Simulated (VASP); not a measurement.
**LiH: electric field gradients with PBEsol**

The system is LiH.

```
CELL_PARAMETERS angstrom
0.00000 2.03250 2.03250
2.03250 0.00000 2.03250
2.03250 2.03250 0.00000
ATOMIC_POSITIONS crystal
Li 0.00000 0.00000 0.00000
H 0.50000 0.50000 0.50000
```

| Item | Value |
| --- | --- |
| Program | VASP 6.6.1 |
| Task | electric field gradients |
| Functional | PBEsol |
| Potentials or basis | VASP PAW PBE potentials, release 64 (Li_sv, H) |
| Cutoff | 520 eV |
| k mesh | 11 × 11 × 11 |
| Occupations | fermi-dirac, width 0.03 eV |
| Spin | no spin polarisation |
| Dipole correction | no |
| Further INCAR settings | ALGO = Normal; EDIFF = 1e-08; NBANDS = 9 |

- Band gap on the k mesh: 2.97 eV, direct

Levels at points of the mesh, in eV from the valence-band top:
```tsv
k point	band 1	band 2	band 3	band 4	band 5	band 6
(0.00, 0.00, 0.00)	-43.70	-5.34	15.60	17.36	17.36	17.36
```

It took 7.4 s on 1 thread of Intel Xeon 6975P-C (shared host), peak memory 0.13 GiB.

Caveat: without QUAD_EFG the Cq values of the log hold for a quadrupole moment of 1 mb, not for the nuclei. A k mesh can miss the band edges.
